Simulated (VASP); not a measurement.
A run of VASP 6.6.1:

File INCAR:

```
  ALGO = Normal
  EDIFF = 1E-8
  ENCUT = 600
  GGA = CA
  IBRION = 6
  ISIF = 3
  ISMEAR = 0
  LASPH = T
  LCHARG = F
  LREAL = F
  LWAVE = F
  NBANDS = 16
  NELM = 80
  NFREE = 2
  NSW = 1
  POTIM = 0.015
  PREC = Accurate
  SIGMA = 0.01
```

Contents of KPOINTS:

```
k-points
0
Gamma
  8 8 4
```

Contents of POSCAR:

```
SiC
1.0
    3.0563624340      0.0000000000      0.0000000000
   -1.5281812170      2.6468875110      0.0000000000
    0.0000000000      0.0000000000      5.0159022451
Si C
2 2
Direct
    0.3333333333      0.6666666667      0.0045955336
    0.6666666667      0.3333333333      0.5045955336
    0.3333333333      0.6666666667      0.3804044664
    0.6666666667      0.3333333333      0.8804044664
```

Potentials or basis: VASP PAW LDA potentials, release 64 (Si, C).

Run with:

```console
$ cat potpaw_LDA.64/Si/POTCAR potpaw_LDA.64/C/POTCAR > POTCAR
$ mpirun -np 1 vasp_std > vasp.out
```

Hardware: 1 thread of Intel(R) Xeon(R) Platinum 8259CL CPU @ 2.50GHz (Skylake/Cascade Lake), with other jobs on the host.

**Question.** Estimate the wall time of this run.

**Answer.** Run time: 9.3 min on 1 thread of Intel(R) Xeon(R) Platinum 8259CL CPU @ 2.50GHz (Skylake/Cascade Lake), with other jobs on the host, peak memory 0.27 GiB. Counts: scf iterations 200, k points 30.
